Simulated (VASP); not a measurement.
# MgO: single point with PBE

**Experimental background.**

“Electronic structure of alkaline earth and post-transition metal oxides”, 2009, arxiv:0908.1581 quotes, for a bulk crystal of MgO: band gap 7.83 eV.

MgO:

```
CELL_PARAMETERS angstrom
0.00000 2.11600 2.11600
2.11600 0.00000 2.11600
2.11600 2.11600 0.00000
ATOMIC_POSITIONS crystal
Mg 0.00000 0.00000 0.00000
O 0.50000 0.50000 0.50000
```

```
Program                : VASP 6.6.1
Task                   : single point
Functional             : PBE
Potentials or basis    : VASP PAW PBE potentials, release 64 (Mg, O)
Cutoff                 : 600 eV
k mesh                 : 9 × 9 × 9
Occupations            : fermi-dirac, width 0.0005 eV
Spin                   : no spin polarisation
Dipole correction      : no
Further INCAR settings : ALGO = Normal; EDIFF = 1e-06; NBANDS = 11
```

```
Pressure               : 1.4 GPa
Band gap on the k mesh : 4.59 eV, direct
```

Levels at points of the mesh, in eV from the valence-band top:
```csv
k point,band 1,band 2,band 3,band 4,band 5,band 6,band 7,band 8,band 9
"(0.00, 0.00, 0.00)",-17.19,0.00,0.00,0.00,4.59,15.72,15.72,15.72,19.60
```

It took 3.7 s on 1 thread of Intel(R) Xeon(R) 6975P-C (Granite Rapids) (shared host), peak memory 0.14 GiB.

A measured gap of MgO is 7.83 eV (quoted in “Electronic structure of alkaline earth and post-transition metal oxides”, 2009, arxiv:0908.1581); the calculated 4.59 eV misses it by -3.24 eV. The value is that of PBE, without temperature or zero-point motion. Semilocal functionals fall short of measured gaps as a rule.
